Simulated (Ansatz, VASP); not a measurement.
**Al: VASP beside Ansatz**

INCAR

```
SYSTEM = Al
PREC = Accurate ; ENCUT = 520
EDIFF = 1E-7 ; ISMEAR = 0
SIGMA = 0.15 ; LREAL = .FALSE.
LASPH = .TRUE. ; NELM = 100
ALGO = Fast ; ISIF = 2
LWAVE = .FALSE. ; LCHARG = .FALSE.
GGA = PE ; IVDW = 12
NBANDS = 22
```

KPOINTS

```
Automatic mesh
0
G
  16 16 2
  0 0 0
```

POSCAR

```
Al
1.0
   -2.8144222649      0.0000000000      0.0000000000
   -1.4072111325     -2.4373611784      0.0000000000
   -0.1172675944     -0.2031134315     18.4820941423
Al
8
Direct
    1.0000000000      0.9947916667      0.0625000000
    1.0000000000      0.9531250000      0.5625000000
    0.3333333333      0.2760416667      0.6875000000
    0.3333333333      0.3177083333      0.1875000000
    0.0000000000     -0.0677083333      0.8125000000
    0.0000000000     -0.0260416667      0.3125000000
    0.6666666667      0.5885416667      0.9375000000
    0.6666666667      0.6302083333      0.4375000000
```

Input for Ansatz:

```yaml
crystal:
  lattice:
    - [-2.8144222649, 0.0, 0.0]
    - [-1.4072111325, -2.4373611784, 0.0]
    - [-0.1172675944, -0.2031134315, 18.4820941423]
  atoms:
    - { symbol: Al, position: [1.0, 0.9947916667, 0.0625] }
    - { symbol: Al, position: [1.0, 0.953125, 0.5625] }
    - { symbol: Al, position: [0.3333333333, 0.2760416667, 0.6875] }
    - { symbol: Al, position: [0.3333333333, 0.3177083333, 0.1875] }
    - { symbol: Al, position: [0.0, -0.0677083333, 0.8125] }
    - { symbol: Al, position: [0.0, -0.0260416667, 0.3125] }
    - { symbol: Al, position: [0.6666666667, 0.5885416667, 0.9375] }
    - { symbol: Al, position: [0.6666666667, 0.6302083333, 0.4375] }
basis:
  ecutwfc: 420
kpoints:
  mp_grid: { grid: [16, 16, 2] }
hamiltonian:
  xc: pbe
  pseudopotentials: { kind: paw, azcp: { folder: soft_1 } }
  dispersion: d3bj
scf:
  occupations: { method: gaussian, width: 0.15 }
output:
  forces: true
  stress: true
  eigenvalues: true
```

Alike in both runs: task single point; functional PBE; dispersion D3(BJ); k mesh 16 × 16 × 2; occupations gaussian, width 0.15 eV; no spin polarisation.

|  | VASP | Ansatz |
| --- | --- | --- |
| version | VASP 6.6.1 | Ansatz 0.2.0 |
| potentials or method | VASP PAW PBE potentials, release 64 (Al), cutoff 520 eV | scalar-relativistic, plane waves, PAW |
| valence electrons in the cell | 24 | 24 |

```tsv
	VASP	Ansatz	Ansatz less VASP
gap on the k mesh at the Fermi level (eV)	none	none	-
pressure (GPa)	0.1	0.1	0.00
traceless stress, the component that is largest in VASP (GPa)	0.43	0.43	-0.003
rms of the force components (eV/Å)	0.042	0.042	0.0000
```

Atom by atom the forces differ by 0.000 eV/Å (rms over components). A gap of «none» marks a metal or a gap that the smearing closes.
